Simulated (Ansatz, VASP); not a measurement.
# KF: VASP beside Ansatz

```
K F
1.0
     0.00000    3.23894    3.23894
     3.23894    0.00000    3.23894
     3.23894    3.23894    0.00000
K F
1 1
Direct
  0.75000 0.75000 0.75000
  0.00000 0.00000 0.00000
```

Change from the starting cell: ordered vacancies on the cation sites of antifluorite (F-43m, No. 216).

Alike in both runs: task single point; functional PBE; k mesh 4 × 4 × 4; occupations gaussian, width 0.1 eV; no spin polarisation.

```csv
,VASP,Ansatz
version,VASP 6.6.1,Ansatz 0.2.0
potentials or method,"VASP PAW PBE potentials, release 64 (K_sv, F), cutoff 520 eV","scalar-relativistic, plane waves, PAW"
valence electrons in the cell,16,16
```

```csv
,VASP,Ansatz,Ansatz less VASP
gap on the k mesh at the Fermi level (eV),4.40,4.41,+0.009
least direct gap on the mesh (eV),4.46,4.47,+0.010
pressure (GPa),-2.9,-2.9,+0.05
```

The functional is the same, so the differences come from potentials, cutoffs and numerics.
